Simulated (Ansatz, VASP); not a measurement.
CdF2: VASP beside Ansatz

Contents of POSCAR:

```
CdF2
1.0
    0.0000000000      2.7310879153      2.6672838473
    2.7310879153      0.0000000000      2.6672838473
    2.7310879153      2.7310879153      0.0000000000
Cd F
1 2
Direct
    0.0000000000      0.0000000000      0.0000000000
    0.2500000000      0.2500000000      0.2500000000
    0.7500000000      0.7500000000      0.7500000000
```

The input INCAR.step1:

```
ALGO     = Normal         # electronic algorithm
EDIFF    = 1E-4           # SCF threshold, eV
ENCUT    = 520            # plane-wave cutoff, eV
GGA      = PE             # functional
ISMEAR   = 0              # smearing method
LASPH    = True           # aspherical terms in the spheres
LCHARG   = False          # write CHGCAR
LREAL    = False          # projectors in reciprocal space
LWAVE    = True           # write WAVECAR
NBANDS   = 20             # bands
NELM     = 80             # most SCF steps
PREC     = Accurate       # precision mode
SIGMA    = 0.01           # smearing width, eV
```

The input INCAR.step2:

```
ALGO     = Normal         # electronic algorithm
EDIFF    = 1E-7           # SCF threshold, eV
ENCUT    = 520            # plane-wave cutoff, eV
ISIF     = 2              # what is computed and relaxed
ISMEAR   = 0              # smearing method
ISTART   = 1            
LASPH    = True           # aspherical terms in the spheres
LCHARG   = True           # write CHGCAR
LELF     = True           # ELF
LMIXTAU  = True         
LREAL    = False          # projectors in reciprocal space
LVHAR    = True         
LWAVE    = False          # write WAVECAR
METAGGA  = R2SCAN         # meta-GGA
NBANDS   = 20             # bands
NELM     = 80             # most SCF steps
PREC     = Accurate       # precision mode
SIGMA    = 0.01           # smearing width, eV
```

Contents of KPOINTS:

```
k-points
0
Gamma
  8 8 8
```

Input for Ansatz:

```yaml
crystal:
  lattice:
    - [0.0, 2.7310879153, 2.6672838473]
    - [2.7310879153, 0.0, 2.6672838473]
    - [2.7310879153, 2.7310879153, 0.0]
  atoms:
    - { symbol: Cd, position: [0.0, 0.0, 0.0] }
    - { symbol: F, position: [0.25, 0.25, 0.25] }
    - { symbol: F, position: [0.75, 0.75, 0.75] }
kpoints:
  mp_grid: { grid: [8, 8, 8] }
  band_path:
    path:
      - [0.0, 0.0, 0.0]
      - [0.5, 0.0, 0.5]
      - [0.625, 0.25, 0.625]
      - [0.375, 0.375, 0.75]
      - [0.5, 0.5, 0.5]
      - [0.5, 0.25, 0.75]
    npoints: 1
hamiltonian:
  xc: r2scan
scf:
  occupations: { method: fixed }
  n_extra_bands: 4
output:
  forces: true
  stress: true
  eigenvalues: true
```

Change from the starting cell: epitaxial_xy strain +1.4%.

Alike in both runs: task single point; functional r2SCAN; k mesh 8 × 8 × 8; no spin polarisation.

|  | VASP | Ansatz |
| --- | --- | --- |
| version | VASP 6.6.1 | Ansatz 0.2.0 |
| potentials or method | VASP PAW PBE potentials, release 64 (Cd, F) | plane waves, PAW |
| plane-wave cutoff (eV) | 520 | 500 |
| occupations | gaussian, width 0.01 eV | fixed |
| valence electrons in the cell | 26 | 34 |

```csv
,VASP,Ansatz,Ansatz less VASP
gap on the k mesh at the Fermi level (eV),3.66,3.71,+0.043
pressure (GPa),-1.0,-1.9,-0.88
"traceless stress, the component that is largest in VASP (GPa)",1.80,1.83,+0.024
```

VASP's potentials were made for PBE, not for r2SCAN. VASP's potentials hold 26 valence electrons a cell and Ansatz's 34, so a difference there can come from the potentials and not from the codes.
